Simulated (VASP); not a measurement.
Here is a VASP 6.6.1 calculation.

File INCAR:

```
SYSTEM = NaF
  PREC = Accurate
  ENCUT = 520
  EDIFF = 1E-7
  ISMEAR = 0
  SIGMA = 0.05
  LREAL = .False.
  LASPH = .True.
  NELM = 80
  ALGO = Normal
  ISIF = 2
  LWAVE = .False.
  LCHARG = .False.
  GGA = CA
  NBANDS = 14
```

KPOINTS

```
regular mesh
0
Gamma
  4 4 4
  0 0 0
```

Contents of POSCAR:

```
NaF
1.0
    0.9084389910      2.8550939718      2.8550939718
    2.8550939718      0.9084389910      2.8550939718
    2.8550939718      2.8550939718      0.9084389910
Na F
1 1
Direct
    0.0000000000      0.0000000000      0.0000000000
    0.5000000000      0.5000000000      0.5000000000
```

Potentials or basis: VASP PAW LDA potentials, release 64 (Na_pv, F).

The run is started by

```console
$ cat potpaw_LDA.64/Na_pv/POTCAR potpaw_LDA.64/F/POTCAR > POTCAR
$ mpirun -np 1 vasp_std > vasp.out
```

(1) Estimate the pressure.

(2) Predict the band gap on the k mesh.

## Answers

(1) -5.4 GPa.

(2) 2.29 eV, direct.

Caveat: the k points lie up to 0.67 Å⁻¹ apart.
